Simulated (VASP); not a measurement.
# C: single point with LDA

Crystal: C.

```
CELL_PARAMETERS angstrom
0.00000 1.81838 1.81838
1.81838 0.00000 1.81838
1.81838 1.81838 0.00000
ATOMIC_POSITIONS crystal
C 0.50000 0.50000 0.50000
C 0.75000 0.75000 0.75000
```

This cell differs from its parent crystal: volume scaled by 1.06.

* Program: VASP 6.6.1
* Task: single point
* Functional: LDA
* Potentials or basis: VASP PAW LDA potentials, release 64 (C)
* Cutoff: 520 eV
* k mesh: 16 × 16 × 16
* Occupations: fermi-dirac, width 0.03 eV
* Spin: no spin polarisation

The pressure is -33.8 GPa and the band gap on the k mesh is 3.96 eV, indirect (least direct gap 5.38 eV).

Levels at points of the mesh, in eV from the valence-band top:
| k point | band 1 | band 2 | band 3 | band 4 | band 5 | band 6 | band 7 | band 8 |
| --- | --- | --- | --- | --- | --- | --- | --- | --- |
| (0.00, 0.00, 0.00) | -20.56 | 0.00 | 0.00 | 0.00 | 5.38 | 5.38 | 5.38 | 12.25 |
| (0.50, 0.00, 0.00) | -15.04 | -12.73 | -2.64 | -2.64 | 8.13 | 8.13 | 8.23 | 14.87 |
| (0.50, 0.50, 0.00) | -12.21 | -12.21 | -5.95 | -5.95 | 4.57 | 4.57 | 15.76 | 15.76 |

It took 9.9 s on 1 thread of Intel Xeon 6975P-C (shared host), peak memory 0.12 GiB.

 A k mesh can miss the band edges.
